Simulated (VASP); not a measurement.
# Mo in VASP: a series of runs

The runs below take Mo through single point, with PBE.

Everything below comes from runs of VASP 6.6.1. Logs are shortened: lines on timing, memory, paths and dates and some standing lists are left out, and cuts for length are marked.

## Step 1: The cell of the first run

The structure is tetragonal, space group I4/mmm (No. 139). The conventional cell has a = 3.045 Å, b = 3.045 Å, c = 3.392 Å, α = 90.00°, β = 90.00°, γ = 90.00°. Mo (site symmetry 4/mmm) has 14 Mo at 2.74 to 3.39 Å within 3.6 Å.

## Step 2: Single point, PBE

The input, INCAR:

```
PREC = Accurate ; ENCUT = 520
EDIFF = 1E-7 ; ISMEAR = 0
SIGMA = 0.15 ; LREAL = False
LASPH = True ; NELM = 80
ALGO = Fast ; ISIF = 2
LWAVE = False ; LCHARG = True
GGA = PE ; LELF = True
LVHAR = True ; NBANDS = 13
```

The input, KPOINTS:

```
regular mesh
0
Gamma
  20 20 20
```

The input, POSCAR:

```
Mo
1.0
   -1.5223183632      1.5223183632      1.6960650846
    1.5223183632     -1.5223183632      1.6960650846
    1.5223183632      1.5223183632     -1.6960650846
Mo
1
Direct
    0.0000000000      0.0000000000      0.0000000000
```

Potentials or basis: VASP PAW PBE potentials, release 64 (Mo_sv).

On the command line:

```console
cat potpaw_PBE.64/Mo_sv/POTCAR > POTCAR
mpirun -np 1 vasp_std > vasp.out
```

OUTCAR:

```text
PREC = Accurate
   ENCUT = 520
   EDIFF = 1E-7
   ISMEAR = 0
   LREAL = False
   LASPH = True
   NELM = 80
   ISIF = 2
   GGA = PE

 ion  position               nearest neighbor table
   1  0.000  0.000  0.000-

  LATTYP: Found a body centered tetragonal cell.
 ALAT       =     3.0446367264
 C/A-ratio  =     1.1141329735

  Lattice vectors:

 A1 = (  -1.5223183632,   1.5223183632,   1.6960650846)
 A2 = (   1.5223183632,  -1.5223183632,   1.6960650846)
 A3 = (   1.5223183632,   1.5223183632,  -1.6960650846)

Analysis of symmetry for initial positions (statically):
=====================================================================
 Subroutine PRICEL returns:
 Original cell was already a primitive cell.

 Routine SETGRP: Setting up the symmetry group for a
 body centered tetragonal supercell.

 Subroutine GETGRP returns: Found 16 space group operations
 (whereof 16 operations were pure point group operations)
 out of a pool of 16 trial point group operations.

The static configuration has the point symmetry D_4h.

Analysis of symmetry for dynamics (positions and initial velocities):
=====================================================================
 Subroutine PRICEL returns:
 Original cell was already a primitive cell.

 Routine SETGRP: Setting up the symmetry group for a
 body centered tetragonal supercell.

 Subroutine GETGRP returns: Found 16 space group operations
 (whereof 16 operations were pure point group operations)
 out of a pool of 16 trial point group operations.

The dynamic configuration has the point symmetry D_4h.

 Subroutine INISYM returns: Found 16 space group operations
 (whereof 16 operations are pure point group operations),
 and found     1 'primitive' translations

----------------------------------------------------------------------------------------

                                     Primitive cell

  volume of cell :      15.7222

  direct lattice vectors                    reciprocal lattice vectors
    -1.522318363  1.522318363  1.696065085     0.000000000  0.328446409  0.294800008
     1.522318363 -1.522318363  1.696065085     0.328446409  0.000000000  0.294800008
     1.522318363  1.522318363 -1.696065085     0.328446409  0.328446409  0.000000000

  length of vectors
     2.740719462  2.740719462  2.740719462     0.441343504  0.441343504  0.464493366

  position of ions in fractional coordinates (direct lattice)
     0.000000000  0.000000000  0.000000000

  ion indices of the primitive-cell ions
   primitive index   ion index
                 1           1

----------------------------------------------------------------------------------------

 KPOINTS: regular mesh

Automatic generation of k-mesh.
 Grid dimensions read from file:
 generate k-points for:   20   20   20

 Generating k-lattice:

  Cartesian coordinates                     Fractional coordinates (reciprocal lattice)
     0.000000000  0.016422320  0.014740000     0.050000000  0.000000000 -0.000000000
     0.016422320  0.000000000  0.014740000     0.000000000  0.050000000 -0.000000000
     0.016422320  0.016422320  0.000000000     0.000000000  0.000000000  0.050000000

  Length of vectors
     0.022067175  0.022067175  0.023224668

  Shift w.r.t. Gamma in fractional coordinates (k-lattice)
     0.000000000  0.000000000  0.000000000

 Subroutine IBZKPT returns following result:
 ===========================================

 Found    641 irreducible k-points:

 Following reciprocal coordinates:
            Coordinates               Weight
  0.000000  0.000000  0.000000      1.000000
  0.050000  0.000000 -0.000000      8.000000
  0.100000  0.000000 -0.000000      8.000000
  0.150000  0.000000 -0.000000      8.000000
  0.200000  0.000000 -0.000000      8.000000
  0.250000 -0.000000  0.000000      8.000000
[... 16 lines left out ...]
 -0.400000  0.050000  0.000000     16.000000
 -0.350000  0.050000  0.000000     16.000000
 [... further k-points ...]
   k-points           NKPTS =    641   k-points in BZ     NKDIM =    641   number of bands    NBANDS=     13
   number of dos      NEDOS =    301   number of ions     NIONS =      1
   total plane-waves  NPLWV =   8000
   dimension x,y,z NGX =    20 NGY =   20 NGZ =   20
   dimension x,y,z NGXF=    40 NGYF=   40 NGZF=   40
   ions per type =               1
   NGX,Y,Z   is equivalent  to a cutoff of  12.13, 12.13, 12.13 a.u.
   NGXF,Y,Z  is equivalent  to a cutoff of  24.26, 24.26, 24.26 a.u.
 SYSTEM =  unknown system
   PREC   = accura    normal or accurate (medium, high low for compatibility)
   ISTART =      0    job   : 0-new  1-cont  2-samecut
   ICHARG =      2    charge: 1-file 2-atom 10-const
   ISPIN  =      1    spin polarized calculation?
   LNONCOLLINEAR =      F non collinear calculations
   LSORBIT =      F    spin-orbit coupling
   LASPH  =      T    aspherical Exc in radial PAW
   ENCUT  =  520.0 eV  38.22 Ry    6.18 a.u.   5.10  5.10  5.10*2*pi/ulx,y,z
   NELM   =     80;   NELMIN=  2; NELMDL= -5     # of ELM steps
   EDIFF  = 0.1E-06   stopping-criterion for ELM
   LREAL  =      F    real-space projection
   EDIFFG = 0.1E-05   stopping-criterion for IOM
   NSW    =      0    number of steps for IOM
   IBRION =     -1    ionic relax: 0-MD 1-quasi-New 2-CG
   NFREE  =      0    steps in history (QN), initial steepest desc. (CG)
   ISIF   =      2    stress and relaxation
   ISYM   =      2    0-nonsym 1-usesym 2-fastsym
   POTIM  = 0.5000    time-step for ionic-motion
   TEBEG  =    0.0;   TEEND  =   0.0 temperature during run
   PSTRESS=    0.0 pullay stress
   NELECT =      14.0000    total number of electrons
   NUPDOWN=      -1.0000    fix difference up-down
   EMIN   =  10.00;   EMAX   =-10.00  energy-range for DOS
   EFERMI =   0.00;   METHOD = LEGACY
   ISMEAR =     0;   SIGMA  =   0.15  broadening in eV -4-tet -1-fermi 0-gaus
   EFERMI_NEDOS =   21; number of points for ismear=-14 and -15
   IALGO  =     68    algorithm
   IMIX   =      4    mixing-type and parameters
     AMIX     =   0.40;   BMIX     =  1.00
     AMIX_MAG =   1.60;   BMIX_MAG =  1.00
  volume/ion in A,a.u.               =      15.72       106.10
  Fermi-wavevector in a.u.,A,eV,Ry     =   1.574997  2.976312 33.750816  2.480615
  Thomas-Fermi vector in A             =   2.676047
   LORBIT       =      0    0 simple, 1 ext, 2 COOP (PROOUT), +10 PAW based schemes
   GGA     = PE    functional components
   LHFCALC =     F    Hartree Fock is set to
   AEXX    =    0.0000 exact exchange contribution
   IVDW    =     0    specifies the selected vdW correction
   LEPSILON=     F    determine dielectric tensor
   LRPA    =     F    only Hartree local field effects (RPA)
 non-spin polarized calculation
 RMM-DIIS sequential band-by-band and
 Gauss-broadening in eV      SIGMA  =   0.15
  energy-cutoff  :      520.00
  volume of cell :       15.72
 maximum number of plane-waves:       440
   NGX = 11   NGY = 11   NGZ = 11

 number of electron      14.0000003 magnetization

 Free energy of the ion-electron system (eV)
  ---------------------------------------------------
  ext. energy  EPLUGINS =         0.00000000
  ---------------------------------------------------
  free energy    TOTEN  =       -10.83348267 eV

  energy without entropy =      -10.82519825  energy(sigma->0) =      -10.82934046

 E-fermi :  12.4901     XC(G=0): -13.3546

 val. band max:       12.4801357226   @ k =  -0.2000   0.2000   0.2000
 cond. band min:      12.4928809199   @ k =  -0.2000   0.2000   0.0500
 fundamental gap:      0.0127451973
 Fermi energy:        12.4901271929

 k-point     1 :       0.0000    0.0000    0.0000
  band No.  band energies     occupation
      1     -48.7565      2.00000
      2     -22.0447      2.00000
      3     -22.0359      2.00000
      4     -22.0359      2.00000
      5       5.2866      2.00000
      6      10.8903      2.00000
      7      10.8903      2.00000
      8      12.0139      1.99999
      9      13.3111      0.00000
     10      14.7316      0.00000
     11      26.1682      0.00000
     12      28.1268      0.00000
     13      28.1268      0.00000

 k-point     2 :       0.0500    0.0000   -0.0000
  band No.  band energies     occupation
      1     -48.7504      2.00000
      2     -22.0768      2.00000
      3     -22.0455      2.00000
      4     -22.0403      2.00000
      5       5.3939      2.00000
      6      10.8859      2.00000
      7      10.9221      2.00000
      8      12.0219      1.99999
      9      13.2625      0.00000
     10      14.6864      0.00000
     11      26.3548      0.00000
     12      28.2068      0.00000
     13      28.3053      0.00000

 k-point     3 :       0.1000    0.0000   -0.0000
  band No.  band energies     occupation
      1     -48.7329      2.00000
      2     -22.1810      2.00000
      3     -22.0734      2.00000
      4     -22.0412      2.00000
      5       5.7034      2.00000
      6      10.8611      2.00000
      7      10.9581      2.00000
      8      12.1120      1.99964
      9      13.1490      0.00000
     10      14.5782      0.00000
     11      26.8363      0.00000
     12      28.3784      0.00000
     13      28.8293      0.00000
[... 305 lines left out ...]
 k-point    23 :      -0.4000    0.0500    0.0000
  band No.  band energies     occupation
      1     -48.5385      2.00000
      2     -23.2357      2.00000
      3     -22.3714      2.00000
      4     -22.0659      2.00000
      5       7.5179      2.00000
      6       9.8454      2.00000
      7      12.1196      1.99952
      8      13.3249      0.00000
      9      14.9670      0.00000
     10      15.9688      0.00000
     11      24.9600      0.00000
     12      25.8710      0.00000
     13      32.2106      0.00000

 k-point    24 :      -0.3500    0.0500    0.0000
  band No.  band energies     occupation
      1     -48.5701      2.00000
      2     -23.0732      2.00000
      3     -22.3215      2.00000
      4     -22.0662      2.00000
      5       7.5699      2.00000
      6      10.0420      2.00000
      7      11.4187      2.00000
      8      13.1791      0.00000
      9      14.7619      0.00000
     10      15.1016      0.00000
     11      25.7303      0.00000
     12      26.9731      0.00000
     13      33.7118      0.00000

 [... further k-points ...]
[... 5 lines left out ...]
  --------------------------------------------------------------------------------------
  -------------------------------------------------------------------------------------
  Total        1.1842099      1.1842099     -1.5084599      0.0000000      0.0000000      0.0000000
  in kB      120.6773556    120.6773556   -153.7201788      0.0000000      0.0000000      0.0000000
  external PRESSURE =      29.2115108 kB  Pullay stress =       0.0000000 kB

 VOLUME and BASIS-vectors are now :
 -----------------------------------------------------------------------------
  energy-cutoff  :      520.00
  volume of cell :       15.72
      direct lattice vectors                 reciprocal lattice vectors
    -1.522318363  1.522318363  1.696065085     0.000000000  0.328446409  0.294800008
     1.522318363 -1.522318363  1.696065085     0.328446409  0.000000000  0.294800008
     1.522318363  1.522318363 -1.696065085     0.328446409  0.328446409  0.000000000

 POSITION                                       TOTAL-FORCE (eV/Angst)
 -----------------------------------------------------------------------------------
      0.00000      0.00000      0.00000         0.000000      0.000000     -0.000000
 -----------------------------------------------------------------------------------
    total drift:                                0.000000     -0.000000      0.000000

  FREE ENERGIE OF THE ION-ELECTRON SYSTEM (eV)
  ---------------------------------------------------
  free  energy   TOTEN  =       -10.8334826670 eV

  energy  without entropy=      -10.8251982520  energy(sigma->0) =      -10.82934046
```

Run time: 2.6 min. Hardware: 1 thread of AMD EPYC 7R43 (Zen 3), shared host; peak memory 0.18 GiB.

Results:

* Free energy: -10.8335 eV
* Pressure: 2.9 GPa
* Band gap on the k mesh: zero (band 7 reaches 16.24 eV, above the bottom of band 8 at 11.50 eV)

Levels at points of the mesh, in eV from the Fermi level:
```tsv
k point	band 4	band 5	band 6	band 7	band 8	band 9	band 10	band 11
(0.00, 0.00, 0.00)	-34.53	-7.20	-1.60	-1.60	-0.48	0.82	2.24	13.68
(0.50, 0.00, 0.00)	-34.54	-5.22	-2.86	0.70	1.39	2.59	4.52	11.26
(0.50, 0.50, 0.00)	-34.64	-5.37	-4.10	2.22	2.66	2.86	4.85	11.81
(0.50, 0.50, 0.50)	-35.36	-5.50	-5.22	3.75	4.11	4.11	7.23	9.99
```

Caveat: the cell differs from its parent crystal (strain +e along x and -e along y +0.0000, strain +e along z and -e/2 along x and y +0.0733).

## Step 3: Single point, PBE

The input, INCAR:

```
SYSTEM = Mo
PREC = Accurate ; ENCUT = 520
EDIFF = 1E-6 ; ISMEAR = 0
SIGMA = 0.15 ; LREAL = .False.
LASPH = .True. ; NELM = 60
ALGO = Fast ; ISIF = 2
LWAVE = .False. ; LCHARG = .False.
GGA = PE ; NBANDS = 13
```

The input, KPOINTS:

```
regular mesh
0
Gamma
  20 20 20
  0 0 0
```

The input, POSCAR:

```
Mo
1.0
   -1.2562859799      1.7303561610      1.7540596701
    1.2562859799     -1.7303561610      1.7540596701
    1.2562859799      1.7303561610     -1.7540596701
Mo
1
Direct
    0.0000000000      0.0000000000      0.0000000000
```

Potentials or basis: VASP PAW PBE potentials, release 64 (Mo_sv).

On the command line:

```console
cat potpaw_PBE.64/Mo_sv/POTCAR > POTCAR
mpirun -np 1 vasp_std > vasp.out
```

OUTCAR:

```text
SYSTEM = Mo
   PREC = Accurate
   ENCUT = 520
   EDIFF = 1E-6
   ISMEAR = 0
   LREAL = .False.
   LASPH = .True.
   NELM = 60
   ISIF = 2
   GGA = PE

 ion  position               nearest neighbor table
   1  0.000  0.000  0.000-

  LATTYP: Found a body centered orthorhombic cell.
 ALAT       =     2.5125719598
 B/A-ratio  =     1.3773584906
 C/A-ratio  =     1.3962264151

  Lattice vectors:

 A1 = (  -1.2562859799,   1.7303561610,   1.7540596701)
 A2 = (   1.2562859799,  -1.7303561610,   1.7540596701)
[... 558 lines left out ...]
      6      10.8888      2.00000
      7      12.1424      2.00000
      8      13.2640      0.02390
      9      14.2305      0.00000
     10      17.2554      0.00000
     11      23.8905      0.00000
     12      27.5605      0.00000
     13      32.0996      0.00000

 [... further k-points ...]
[... 5 lines left out ...]
  --------------------------------------------------------------------------------------
  -------------------------------------------------------------------------------------
  Total        4.4739463      0.9069572      1.0186150      0.0000000      0.0000000      0.0000000
  in kB      469.9730712     95.2728214    107.0020990      0.0000000      0.0000000      0.0000000
  external PRESSURE =     224.0826639 kB  Pullay stress =       0.0000000 kB

 VOLUME and BASIS-vectors are now :
 -----------------------------------------------------------------------------
  energy-cutoff  :      520.00
  volume of cell :       15.25
      direct lattice vectors                 reciprocal lattice vectors
    -1.256285980  1.730356161  1.754059670     0.000000000  0.288957852  0.285053016
     1.256285980 -1.730356161  1.754059670     0.397998551  0.000000000  0.285053016
     1.256285980  1.730356161 -1.754059670     0.397998551  0.288957852  0.000000000

 POSITION                                       TOTAL-FORCE (eV/Angst)
 -----------------------------------------------------------------------------------
      0.00000      0.00000      0.00000         0.000000     -0.000000      0.000000
 -----------------------------------------------------------------------------------
    total drift:                               -0.000000      0.000000      0.000000

  FREE ENERGIE OF THE ION-ELECTRON SYSTEM (eV)
  ---------------------------------------------------
  free  energy   TOTEN  =       -10.3259224058 eV

  energy  without entropy=      -10.3181994491  energy(sigma->0) =      -10.32206093
```

OSZICAR:

```text
N       E                     dE             d eps       ncg     rms          rms(c)
DAV:   1     0.944578390004E+02    0.94458E+02   -0.81035E+03 30557   0.111E+03
DAV:   2    -0.965622424152E+01   -0.10411E+03   -0.10005E+03 34911   0.313E+02
DAV:   3    -0.108468199070E+02   -0.11906E+01   -0.11866E+01 33941   0.334E+01
DAV:   4    -0.108495694858E+02   -0.27496E-02   -0.27495E-02 33551   0.195E+00
DAV:   5    -0.108495871854E+02   -0.17700E-04   -0.17700E-04 34306   0.139E-01    0.160E+01
RMM:   6    -0.103994485832E+02    0.45014E+00   -0.50208E-01 30338   0.680E+00    0.561E+00
RMM:   7    -0.103282838435E+02    0.71165E-01   -0.18004E-01 30972   0.405E+00    0.787E-01
RMM:   8    -0.103259712188E+02    0.23126E-02   -0.10971E-02 33971   0.116E+00    0.137E-01
RMM:   9    -0.103259265780E+02    0.44641E-04   -0.14230E-03 34513   0.431E-01    0.845E-02
RMM:  10    -0.103259248728E+02    0.17052E-05   -0.16128E-04 34921   0.160E-01    0.136E-02
RMM:  11    -0.103259232391E+02    0.16337E-05   -0.35147E-05 34987   0.705E-02    0.774E-03
RMM:  12    -0.103259224058E+02    0.83329E-06   -0.67881E-06 31142   0.310E-02
   1 F= -.10325922E+02 E0= -.10322061E+02  d E =-.772296E-02
```

It took 6 min on 1 thread of AMD EPYC 7R43 (Zen 3), shared host; peak memory 0.29 GiB.

Results:

| Item | Value |
| --- | --- |
| Free energy | -10.3259 eV |
| Pressure | 22.4 GPa |
| Band gap on the k mesh | zero (band 7 reaches 17.39 eV, above the bottom of band 8 at 11.34 eV) |

Levels at points of the mesh, in eV from the Fermi level:
```csv
k point,band 5,band 6,band 7,band 8,band 9,band 10
"(0.00, 0.00, 0.00)",-7.25,-3.54,-1.89,1.11,1.19,3.15
"(0.50, 0.00, 0.00)",-5.15,-1.86,0.11,0.27,0.85,4.81
"(0.00, 0.50, 0.00)",-5.56,-4.42,1.08,3.17,3.90,5.05
"(0.50, 0.50, 0.00)",-5.59,-4.54,1.28,3.26,3.97,5.09
"(0.50, 0.50, 0.50)",-5.94,-5.30,4.36,4.40,4.78,6.40
```

Caveat: the cell differs from its parent crystal (strain +e along x and -e along y -0.1500, strain +e along z and -e/2 along x and y +0.1100).

## Step 4: Single point, PBE

The input, INCAR:

```
  PREC = Accurate
  ENCUT = 520
  EDIFF = 1E-7
  ISMEAR = 0
  SIGMA = 0.15
  LREAL = F
  LASPH = T
  NELM = 80
  ALGO = Fast
  ISIF = 2
  LWAVE = F
  LCHARG = T
  GGA = PE
  LELF = T
  LVHAR = T
  NBANDS = 13
```

The input, KPOINTS:

```
regular mesh
0
Gamma
  20 20 20
```

The input, POSCAR:

```
Mo
1.0
   -1.4301117130      1.9041818941      1.4064082039
    1.4301117130     -1.9041818941      1.4064082039
    1.4301117130      1.9041818941     -1.4064082039
Mo
1
Direct
    0.0000000000      0.0000000000      0.0000000000
```

On the command line:

```console
cat potpaw_PBE.64/Mo_sv/POTCAR > POTCAR
mpirun -np 1 vasp_std > vasp.out
```

Wall time 7 min (1 thread of AMD EPYC 7R43 (Zen 3), shared host); peak memory 0.28 GiB.

It converged, with:

```yaml
Free_energy: -10.5104 eV
Pressure: 12.6 GPa
Band_gap_on_the_k_mesh: zero (band 7 reaches 16.69 eV, above the bottom of band 8 at 11.90 eV)
```

Stress tensor (GPa, compression positive):
```
16.55  0.00  0.00
 0.00  4.92  0.00
 0.00  0.00 16.33
```

Levels at points of the mesh, in eV from the Fermi level:
```
           k point  band 5  band 6  band 7  band 8  band 9  band 10
(0.00, 0.00, 0.00)   -6.92   -1.17   -0.90   -0.41    1.55     2.42
(0.50, 0.00, 0.00)   -4.90   -1.54   -0.58    1.76    4.12     4.38
(0.00, 0.50, 0.00)   -5.30   -4.55    3.90    4.12    4.53     5.13
(0.50, 0.50, 0.00)   -4.88   -1.27   -0.72    1.58    3.87     4.46
(0.50, 0.50, 0.50)   -5.35   -4.70    4.15    4.86    4.87     4.98
```

Caveat: the cell differs from its parent crystal (strain +e along x and -e along y -0.1500, strain +e along z and -e/2 along x and y -0.1100).

## Step 5: Summary

```csv
cell,further INCAR settings,gap on the mesh (eV),pressure (GPa)
"a = 2.741 Å, angles 112.5, 112.5, 103.5°, 1 atom",ALGO = Fast; EDIFF = 1e-07; NBANDS = 13,none,2.9
"a = 2.766 Å, angles 126.0, 102.5, 101.3°, 1 atom",ALGO = Fast; EDIFF = 1e-06; NBANDS = 13,none,22.4
"a = 2.766 Å, angles 117.7, 93.0, 118.9°, 1 atom",ALGO = Fast; EDIFF = 1e-07; NBANDS = 13,none,12.6
```

Alike in all rows: task single point; level PBE; potentials or basis VASP PAW PBE potentials, release 64 (Mo_sv); no spin polarisation; k mesh 20 × 20 × 20; cutoff (eV) 520; smearing gaussian 0.15 eV.

Total energies depend on the potentials used, so only differences within one code and one set of settings carry meaning.
